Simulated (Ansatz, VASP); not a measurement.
One calculation of Ta, two programs

```
Ta
1.0
     2.84103    0.00000    0.00000
    -1.42051    2.46040    0.00000
     0.00000    0.00000    5.06931
Ta
2
Direct
  0.66667 0.33333 0.75000
  0.33333 0.66667 0.25000
```

Alike in both runs: functional LDA; k mesh 11 × 11 × 6; occupations fermi-dirac, width 0.15 eV; no spin polarisation.

Ansatz relaxed the structure, and its values are those at the end. VASP's run is a single point on that final structure, the one shown.

```csv
,VASP,Ansatz
version,VASP 6.6.1,Ansatz 0.2.0
potentials or method,"VASP PAW LDA potentials, release 64 (Ta_pv)","plane waves, PAW"
plane-wave cutoff (eV),520,420
valence electrons in the cell,22,26
```

Ansatz gave:

```
pressure (GPa) : 0.0
```

Q: Which values does VASP return?

A: Pressure (GPa): 0.8.

LDA's correlation is that of Perdew and Zunger in VASP and of Perdew and Wang (1992) in Ansatz. VASP's potentials hold 22 valence electrons a cell and Ansatz's 26, so a difference there can come from the potentials and not from the codes.

Spin-orbit coupling is off throughout.
